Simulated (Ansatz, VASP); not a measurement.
## One calculation of SnSe, two programs

```xyz
2
Lattice="0.0000 2.9728 2.9728 2.8984 0.0000 2.9728 2.8984 2.9728 0.0000" Properties=species:S:1:pos:R:3 pbc="T T T"
Sn    0.0000    0.0000    0.0000
Se    2.8984    2.9728    2.9728
```

Change from the starting cell: strain -0.0250 x Voigt [1, 0, 0, 0, 0, 0], atoms carried along.

Alike in both runs: task single point; functional PBEsol; k mesh 8 × 8 × 8; occupations gaussian, width 0.05 eV; no spin polarisation.

|  | VASP | Ansatz |
| --- | --- | --- |
| version | VASP 6.6.1 | Ansatz 0.2.0 |
| potentials or method | VASP PAW PBE potentials, release 64 (Sn_d, Se), cutoff 520 eV | scalar-relativistic, plane waves, PAW |
| valence electrons in the cell | 20 | 30 |

```csv
,VASP,Ansatz,Ansatz less VASP
gap on the k mesh at the Fermi level (eV),0.72,0.73,+0.002
least direct gap on the mesh (eV),0.84,0.84,-0.001
pressure (GPa),1.6,1.6,-0.02
"traceless stress, the component that is largest in VASP (GPa)",2.65,2.64,-0.011
```

VASP's potentials were made for PBE, not for PBEsol. VASP's potentials hold 20 valence electrons a cell and Ansatz's 30, so a difference there can come from the potentials and not from the codes.
